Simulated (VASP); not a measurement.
# BP2 (P-6m2) in VASP: single point with PBE

Aim: the single point of BP2 with PBE.

Program: VASP 6.6.1. These are calculated values, not measurements. Logs are shortened: lines on timing, memory, paths and dates and some standing lists are left out, and cuts for length are marked.

**1. The cell of the first run**

It takes space group P-6m2 (No. 187, hexagonal). Conventional cell: a = 3.039 Å, b = 3.039 Å, c = 9.787 Å, α = 90.00°, β = 90.00°, γ = 120.00°. B (site symmetry -6m2) has 6 P at 2.10 Å within 2.8 Å. Within 2.8 Å of P (site symmetry 3m) lie 3 B at 2.10 Å and 1 P at 2.30 Å.

The cell was generated, and may not be a known phase.

**2. Single point, PBE**

File INCAR:

```
SYSTEM = BP2
PREC     = Accurate       ! precision mode
ENCUT    = 1230           ! plane-wave cutoff, eV
EDIFF    = 1E-6           ! SCF threshold, eV
ISMEAR   = 0              ! smearing method
SIGMA    = 0.2            ! smearing width, eV
LREAL    = .False.        ! projectors in reciprocal space
LASPH    = .True.         ! aspherical terms in the spheres
NELM     = 120            ! most SCF steps
ALGO     = Normal         ! electronic algorithm
ISIF     = 2              ! what is computed and relaxed
LWAVE    = .False.        ! write WAVECAR
LCHARG   = .True.         ! write CHGCAR
GGA      = PE             ! functional
LELF     = .True.         ! ELF
LVHAR    = .True.       
NBANDS   = 14             ! bands
GGA_COMPAT= .False.
```

File KPOINTS:

```
regular mesh
0
Gamma
  9 9 2
  0 0 0
```

File POSCAR:

```
BP2
1.0
    3.0389495697      0.0000000000      0.0000000000
   -1.5194747849      2.6318075282      0.0000000000
    0.0000000000      0.0000000000      9.7868076393
B P
1 2
Direct
    0.0000000000      0.0000000000      0.0000000000
    0.3333333333      0.6666666667      0.8823490431
    0.3333333333      0.6666666667      0.1176509569
```

Potentials or basis: VASP PAW PBE potentials, release 64 (B_h, P).

Started as:

```
$ cat potpaw_PBE.64/B_h/POTCAR potpaw_PBE.64/P/POTCAR > POTCAR
$ mpirun -np 1 vasp_std > vasp.out
```

OUTCAR:

```text
SYSTEM = BP2
   PREC = Accurate
   ENCUT = 1230
   EDIFF = 1E-6
   ISMEAR = 0
   LREAL = .False.
   LASPH = .True.
   NELM = 120
   ISIF = 2
   GGA = PE

 ion  position               nearest neighbor table
   1  0.000  0.000  0.000-   2 2.10   3 2.10   2 2.10   3 2.10   2 2.10   3 2.10
   2  0.333  0.667  0.882-   1 2.10   1 2.10   1 2.10   3 2.30
   3  0.333  0.667  0.118-   1 2.10   1 2.10   1 2.10   2 2.30

  LATTYP: Found a hexagonal cell.
 ALAT       =     3.0389495697
 C/A-ratio  =     3.2204574031

  Lattice vectors:

 A1 = (   3.0389495697,   0.0000000000,   0.0000000000)
 A2 = (  -1.5194747849,   2.6318075282,   0.0000000000)
 A3 = (   0.0000000000,   0.0000000000,   9.7868076393)

Analysis of symmetry for initial positions (statically):
=====================================================================
 Subroutine PRICEL returns:
 Original cell was already a primitive cell.

 Routine SETGRP: Setting up the symmetry group for a
 hexagonal supercell.

 Subroutine GETGRP returns: Found 12 space group operations
 (whereof 12 operations were pure point group operations)
 out of a pool of 24 trial point group operations.

The static configuration has the point symmetry D_3h.

Analysis of symmetry for dynamics (positions and initial velocities):
=====================================================================
 Subroutine PRICEL returns:
 Original cell was already a primitive cell.

 Routine SETGRP: Setting up the symmetry group for a
 hexagonal supercell.

 Subroutine GETGRP returns: Found 12 space group operations
 (whereof 12 operations were pure point group operations)
 out of a pool of 24 trial point group operations.

The dynamic configuration has the point symmetry D_3h.

 Subroutine INISYM returns: Found 12 space group operations
 (whereof 12 operations are pure point group operations),
 and found     1 'primitive' translations

----------------------------------------------------------------------------------------

                                     Primitive cell

  volume of cell :      78.2742

  direct lattice vectors                    reciprocal lattice vectors
     3.038949570  0.000000000  0.000000000     0.329061071  0.189983498  0.000000000
    -1.519474785  2.631807528  0.000000000     0.000000000  0.379966996  0.000000000
     0.000000000  0.000000000  9.786807639     0.000000000  0.000000000  0.102178365

  length of vectors
     3.038949570  3.038949570  9.786807639     0.379966996  0.379966996  0.102178365
[... 94 lines left out ...]
   NUPDOWN=      -1.0000    fix difference up-down
   EMIN   =  10.00;   EMAX   =-10.00  energy-range for DOS
   EFERMI =   0.00;   METHOD = LEGACY
   ISMEAR =     0;   SIGMA  =   0.20  broadening in eV -4-tet -1-fermi 0-gaus
   EFERMI_NEDOS =   21; number of points for ismear=-14 and -15
   IALGO  =     38    algorithm
   IMIX   =      4    mixing-type and parameters
     AMIX     =   0.40;   BMIX     =  1.00
     AMIX_MAG =   1.60;   BMIX_MAG =  1.00
  volume/ion in A,a.u.               =      26.09       176.07
  Fermi-wavevector in a.u.,A,eV,Ry     =   0.899877  1.700521 11.017702  0.809778
  Thomas-Fermi vector in A             =   2.022765
   LORBIT       =      0    0 simple, 1 ext, 2 COOP (PROOUT), +10 PAW based schemes
   GGA     = PE    functional components
   LHFCALC =     F    Hartree Fock is set to
   AEXX    =    0.0000 exact exchange contribution
   IVDW    =     0    specifies the selected vdW correction
   LEPSILON=     F    determine dielectric tensor
   LRPA    =     F    only Hartree local field effects (RPA)
 non-spin polarized calculation
 Gauss-broadening in eV      SIGMA  =   0.20
  energy-cutoff  :     1230.00
  volume of cell :       78.27
 maximum number of plane-waves:      7690
 NGX is ok and might be reduce to    36
   NGX = 17   NGY = 17   NGZ = 55

 number of electron      13.0000000 magnetization

 Free energy of the ion-electron system (eV)
  ---------------------------------------------------
  ext. energy  EPLUGINS =         0.00000000
  ---------------------------------------------------
  free energy    TOTEN  =       -16.10202337 eV

  energy without entropy =      -16.08816344  energy(sigma->0) =      -16.09509340

 E-fermi :   2.7153     XC(G=0):  -6.6944

 val. band max:        2.3452154075   @ k =   0.3333   0.1111   0.0000
 cond. band min:       2.8286921520   @ k =   0.2222   0.1111   0.5000
 fundamental gap:      0.4834767445
 Fermi energy:         2.7153027064

 k-point     1 :       0.0000    0.0000    0.0000
  band No.  band energies     occupation
      1     -14.4080      2.00000
      2      -9.8611      2.00000
      3      -3.7485      2.00000
      4       0.9417      2.00000
      5       0.9417      2.00000
      6       1.1022      2.00000
      7       5.3425      0.00000
      8       5.9211      0.00000
      9       5.9211      0.00000
     10       6.0356      0.00000
     11       6.0356      0.00000
     12       6.1797      0.00000
     13       8.5834      0.00000
     14      10.9977      0.00000
[... 377 lines left out ...]
      1     -10.5956      2.00000
      2      -7.0978      2.00000
      3      -5.4879      2.00000
      4      -5.3552      2.00000
      5      -3.1071      2.00000
      6      -0.7335      2.00000
      7      -0.6397      2.00000
      8       5.2669      0.00000
      9       5.4188      0.00000
     10       5.5590      0.00000
     11       8.6937      0.00000
     12      10.5656      0.00000
     13      11.0148      0.00000
     14      12.1984      0.00000

------------------------ aborting loop because EDIFF is reached ----------------------------------------

  FORCE on cell =-STRESS in cart. coord.  units (eV):
  Direction    XX          YY          ZZ          XY          YZ          ZX
  --------------------------------------------------------------------------------------
  -------------------------------------------------------------------------------------
  Total       -0.0488799     -0.0488799     -0.2211755      0.0000000      0.0000000     -0.0000000
  in kB       -1.0005117     -1.0005117     -4.5271921      0.0000000      0.0000000     -0.0000000
  external PRESSURE =      -2.1760719 kB  Pullay stress =       0.0000000 kB

 VOLUME and BASIS-vectors are now :
 -----------------------------------------------------------------------------
  energy-cutoff  :     1230.00
  volume of cell :       78.27
      direct lattice vectors                 reciprocal lattice vectors
     3.038949570  0.000000000  0.000000000     0.329061071  0.189983498  0.000000000
    -1.519474785  2.631807528  0.000000000     0.000000000  0.379966996  0.000000000
     0.000000000  0.000000000  9.786807639     0.000000000  0.000000000  0.102178365

 POSITION                                       TOTAL-FORCE (eV/Angst)
 -----------------------------------------------------------------------------------
      0.00000      0.00000      0.00000        -0.000000      0.000000      0.000000
     -0.00000      1.75454      8.63538         0.000000      0.000000      0.093425
     -0.00000      1.75454      1.15143         0.000000     -0.000000     -0.093425
 -----------------------------------------------------------------------------------
    total drift:                                0.000000     -0.000000     -0.000000

  FREE ENERGIE OF THE ION-ELECTRON SYSTEM (eV)
  ---------------------------------------------------
  free  energy   TOTEN  =       -16.1020233656 eV

  energy  without entropy=      -16.0881634411  energy(sigma->0) =      -16.09509340
```

OSZICAR:

```text
N       E                     dE             d eps       ncg     rms          rms(c)
DAV:   1     0.705192275616E+02    0.70519E+02   -0.75269E+03   672   0.139E+03
DAV:   2    -0.982539751026E+01   -0.80345E+02   -0.73046E+02   952   0.171E+02
DAV:   3    -0.166228708037E+02   -0.67975E+01   -0.66718E+01   936   0.495E+01
DAV:   4    -0.167927109441E+02   -0.16984E+00   -0.16959E+00   828   0.918E+00
DAV:   5    -0.167976884148E+02   -0.49775E-02   -0.49770E-02   986   0.151E+00    0.891E+00
DAV:   6    -0.161396324947E+02    0.65806E+00   -0.97999E-01   866   0.591E+00    0.424E+00
DAV:   7    -0.161170246519E+02    0.22608E-01   -0.46685E-01   860   0.366E+00    0.169E+00
DAV:   8    -0.161020670072E+02    0.14958E-01   -0.53389E-02   818   0.140E+00    0.180E-01
DAV:   9    -0.161015486032E+02    0.51840E-03   -0.45029E-03   918   0.465E-01    0.133E-01
DAV:  10    -0.161011908460E+02    0.35776E-03   -0.12337E-03   784   0.176E-01    0.425E-02
DAV:  11    -0.161016345699E+02   -0.44372E-03   -0.68036E-04   716   0.113E-01    0.404E-02
DAV:  12    -0.161020099661E+02   -0.37540E-03   -0.28268E-04   690   0.847E-02    0.881E-03
DAV:  13    -0.161020245249E+02   -0.14559E-04   -0.27785E-05   732   0.390E-02    0.510E-03
DAV:  14    -0.161020232447E+02    0.12802E-05   -0.63444E-06   732   0.201E-02    0.296E-03
DAV:  15    -0.161020233656E+02   -0.12088E-06   -0.24634E-07   740   0.418E-03
   1 F= -.16102023E+02 E0= -.16095093E+02  d E =-.138599E-01
```

It took 2.1 min on 1 thread of AMD EPYC 7R43 (Zen 3), shared host; peak memory 0.37 GiB.

Results:

- Free energy: -16.1020 eV
- Pressure: -0.2 GPa
- Largest force: 0.093 eV/Å
- Band gap on the k mesh: zero (an odd number of electrons rules out a gap without spin polarisation)

Forces in eV/Å, atoms in the order of the input:
```
B    0.000  0.000  0.000
P    0.000  0.000  0.093
P    0.000  0.000 -0.093
```

Levels at points of the mesh, in eV from the Fermi level:
| k point | band 4 | band 5 | band 6 | band 7 | band 8 | band 9 |
| --- | --- | --- | --- | --- | --- | --- |
| (0.00, 0.00, 0.00) | -1.77 | -1.77 | -1.61 | 2.63 | 3.21 | 3.21 |
| (0.00, 0.00, 0.50) | -1.77 | -1.77 | -1.67 | 3.19 | 3.21 | 3.21 |

The gap in the log of VASP goes by the Fermi energy; the results here count the filled bands.